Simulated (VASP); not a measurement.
Set up this calculation in VASP 6.6.1, as the native input.

* Task: single point
* Functional: PBE
* Potentials or basis: VASP PAW PBE potentials, release 64 (Ca_sv)
* Cutoff: 520 eV
* k mesh: 14 × 14 × 14
* Occupations: gaussian, width 0.15 eV
* Spin: no spin polarisation
* Dipole correction: no
* Further INCAR settings: ALGO = Normal; EDIFF = 1e-07; NBANDS = 11

The structure of Ca lies in POSCAR:

```
Ca
1.0
    3.4886563400      0.0000000000      0.0000000000
    0.0000000000      3.4886563400      0.0000000000
    0.0000000000      0.0000000000      3.5933160302
Ca
1
Direct
    0.0000000000      0.0000000000      0.0000000000
```

This cell differs from its parent crystal: strain +0.000 along x and y, +0.030 along z.

These files were run (other wordings do the same):

INCAR

```
ALGO = Normal
EDIFF = 1E-7
ENCUT = 520
GGA = PE
ISIF = 2
ISMEAR = 0
LASPH = True
LCHARG = True
LELF = True
LREAL = False
LVHAR = True
LWAVE = False
NBANDS = 11
NELM = 100
PREC = Accurate
SIGMA = 0.15
```

KPOINTS

```
k-points
0
Gamma
  14 14 14
```

Potentials or basis: VASP PAW PBE potentials, release 64 (Ca_sv).

Launch:

```sh
$ cat potpaw_PBE.64/Ca_sv/POTCAR > POTCAR
$ mpirun -np 1 vasp_std > vasp.out
```

It gave:

* Pressure: 0.0 GPa
* Band gap on the k mesh: zero (band 5 reaches 2.35 eV, above the bottom of band 6 at 1.14 eV)

Caveat: the cell differs from its parent crystal (strain +0.000 along x and y, +0.030 along z).

It took 2.5 min on 1 thread of Intel(R) Xeon(R) Platinum 8375C CPU @ 2.90GHz (Ice Lake), on a shared host, peak memory 0.26 GiB.
